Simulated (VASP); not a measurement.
InH:

```
In H
1.0
     3.22413    0.00000    0.00000
     0.00000    3.22413    0.00000
     0.00000    0.00000    3.22413
In H
1 1
Direct
  0.50000 0.50000 0.50000
  0.00000 0.00000 0.00000
```

| Item | Value |
| --- | --- |
| Program | VASP 6.6.1 |
| Task | relaxation of cell and atoms |
| Functional | PBE |
| Potentials or basis | VASP PAW PBE potentials, release 64 (In_d, H) |
| Cutoff | 600 eV |
| k mesh | 18 × 18 × 18 |
| Occupations | gaussian, width 0.1 eV |
| Spin | no spin polarisation |

At the start: pressure -1.2 GPa; volume 16.76 Å³/atom.

Problem. How do energy, volume and symmetry change on relaxing?

Solution. Over 3 steps the energy falls by 2.4 meV/atom and the volume is 16.16 Å³/atom (-3.6 %); space group Pm-3m (No. 221, to 0.05 Å).

Step by step:
```csv
step,energy change (eV),largest force (eV/Å),pressure (GPa),volume (Å³)
1,0.0000,0.0000,-1.15,33.51
2,-0.0033,0.0000,-0.66,32.93
3,-0.0047,0.0000,-0.07,32.32
```

Final structure:
```yaml
crystal:
  lattice:
    - [3.18538, 0.00000, 0.00000]
    - [0.00000, 3.18538, 0.00000]
    - [0.00000, 0.00000, 3.18538]
  atoms:
    - { symbol: In, position: [0.50000, 0.50000, 0.50000] }
    - { symbol: H, position: [0.00000, 0.00000, 0.00000] }
```
